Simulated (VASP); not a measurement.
Cu:

```xyz
1
Lattice="0.0000 1.8075 1.8075 1.8075 0.0000 1.8075 1.8075 1.8075 0.0000" Properties=species:S:1:pos:R:3 pbc="T T T"
Cu    0.0000    0.0000    0.0000
```

| Item | Value |
| --- | --- |
| Program | VASP 6.6.1 |
| Task | relaxation of cell and atoms |
| Functional | LDA |
| Potentials or basis | VASP PAW LDA potentials, release 64 (Cu) |
| Cutoff | 600 eV |
| k mesh | 21 × 21 × 21 |
| Occupations | fermi-dirac, width 0.05 eV |
| Spin | no spin polarisation |

At the start: pressure -11.7 GPa; volume 11.81 Å³/atom.

Problem. How do energy, volume and symmetry change on relaxing?

Solution. Over 5 steps the energy falls by 34.8 meV/atom and the volume is 10.94 Å³/atom (-7.4 %); space group Fm-3m (No. 225, to 0.1 Å) before and after.

Step by step:
```csv
step,energy change (eV),largest force (eV/Å),pressure (GPa),volume (Å³)
1,0.0000,0.0000,-11.74,11.81
2,-0.0177,0.0000,10.62,10.39
3,-0.0348,0.0000,-0.08,10.94
4,-0.0347,0.0000,0.20,10.92
5,-0.0348,0.0000,-0.07,10.94
```

Final structure:
```yaml
crystal:
  lattice:
    - [0.00000, 1.76193, 1.76193]
    - [1.76193, 0.00000, 1.76193]
    - [1.76193, 1.76193, 0.00000]
  atoms:
    - { symbol: Cu, position: [0.00000, 0.00000, 0.00000] }
```
